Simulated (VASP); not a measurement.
Crystal: ScSb2P3.

```
Sc Sb P
1.0
     3.53435    0.00000    0.00000
     0.00000    3.53435    0.00000
     0.00000    0.00000   10.63380
Sc Sb P
1 2 3
Direct
  0.00000 0.00000 0.00000
  0.50000 0.50000 0.25002
  0.50000 0.50000 0.74998
  0.00000 0.50000 0.50000
  0.50000 0.00000 0.50000
  0.50000 0.50000 0.00000
```

The cell was generated, and may not be a known phase.

```yaml
Program: VASP 6.6.1
Task: relaxation of cell and atoms
Functional: PBE
Potentials_or_basis: VASP PAW PBE potentials, release 64 (Sc_sv, Sb, P)
Cutoff: 600 eV
k_mesh: 6 × 6 × 2
Occupations: gaussian, width 0.1 eV
Spin: no spin polarisation
```

At the start: pressure 0.7 GPa; volume 22.14 Å³/atom.

Question: How do energy, volume and symmetry change on relaxing?

Answer: Over 6 steps the energy falls by 12.1 meV/atom and the volume is 22.39 Å³/atom (+1.1 %); space group P4/mmm (No. 123, to 0.1 Å) before and after.

The path:
| step | energy change (eV) | largest force (eV/Å) | pressure (GPa) | volume (Å³) |
| --- | --- | --- | --- | --- |
| 1 | 0.0000 | 0.5623 | 0.68 | 132.83 |
| 2 | -0.0289 | 0.3912 | -0.27 | 134.65 |
| 3 | -0.0349 | 0.2741 | -1.01 | 136.21 |
| 4 | -0.0566 | 0.1761 | -0.47 | 135.06 |
| 5 | -0.0690 | 0.0292 | 0.39 | 133.52 |
| 6 | -0.0729 | 0.0280 | -0.08 | 134.35 |

Final structure:
```
CELL_PARAMETERS angstrom
3.55351 0.00000 0.00000
0.00000 3.55351 0.00000
0.00000 0.00000 10.63986
ATOMIC_POSITIONS crystal
Sc 0.00000 0.00000 0.00000
Sb 0.50000 0.50000 0.26247
Sb 0.50000 0.50000 0.73753
P 0.00000 0.50000 0.50000
P 0.50000 0.00000 0.50000
P 0.50000 0.50000 0.00000
```
